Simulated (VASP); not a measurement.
Al2B2As:

```
CELL_PARAMETERS angstrom
5.57970 0.00000 0.00000
0.00000 5.57970 0.00000
0.00000 0.00000 3.66878
ATOMIC_POSITIONS crystal
Al 0.36240 0.86240 0.50000
Al 0.13760 0.36240 0.50000
Al 0.63760 0.13760 0.50000
Al 0.86240 0.63760 0.50000
B 0.16190 0.66190 0.50000
B 0.33810 0.16190 0.50000
B 0.83810 0.33810 0.50000
B 0.66190 0.83810 0.50000
As 0.00000 0.00000 0.00000
As 0.50000 0.50000 0.00000
```

* Program: VASP 6.6.1
* Task: relaxation of cell and atoms
* Functional: PBE
* Potentials or basis: VASP PAW PBE potentials, release 64 (Al, B, As)
* Cutoff: 600 eV
* k mesh: 4 × 4 × 6
* Occupations: gaussian, width 0.1 eV
* Spin: no spin polarisation

At the start: pressure 108.1 GPa; volume 11.42 Å³/atom.

Q: How do energy, volume and symmetry change on relaxing?

A: Over 20 steps the energy falls by 2474.0 meV/atom and the volume is 15.00 Å³/atom (+31.4 %); space group P4/mbm (No. 127, to 0.05 Å).

The path:
```tsv
step	energy change (eV)	largest force (eV/Å)	pressure (GPa)	volume (Å³)
1	0.0000	0.6793	108.13	114.22
2	-15.0093	0.3115	-13.99	277.96
3	-23.2367	0.5535	-3.89	185.80
4	-23.2602	0.5924	-2.98	183.78
5	-23.2665	0.6266	-2.15	182.05
6	-23.5673	0.4965	-2.14	176.73
7	-24.3369	0.9587	-1.33	160.61
8	-22.4737	4.5378	16.36	127.65
9	-24.4692	1.3876	-0.59	155.79
10	-24.6412	0.8510	-0.47	152.81
11	-24.6870	0.4337	-0.17	150.49
12	-24.6874	0.3954	-0.13	150.27
13	-24.7012	0.3048	-0.13	150.36
14	-24.7269	0.1880	-0.09	150.64
15	-24.7142	0.3791	0.10	151.19
16	-24.7316	0.1598	-0.04	150.84
17	-24.7364	0.0402	-0.22	150.82
18	-24.7365	0.0604	-0.24	150.82
19	-24.7387	0.0255	-0.18	150.44
20	-24.7396	0.0383	-0.09	150.03
```

Final structure:
```
Al B As
1.0
     7.12323    0.00000    0.00000
     0.00000    7.12323    0.00000
     0.00000    0.00000    2.95679
Al B As
4 4 2
Cartesian
  2.6541 6.2157 1.4784
  0.9075 2.6541 1.4784
  4.4692 0.9075 1.4784
  6.2157 4.4692 1.4784
  1.2187 4.7803 1.4784
  2.3429 1.2187 1.4784
  5.9045 2.3429 1.4784
  4.7803 5.9045 1.4784
  0.0000 0.0000 0.0000
  3.5616 3.5616 0.0000
```

Caveat: the volume moved by over 15 % at a fixed basis, so the end points are rough.
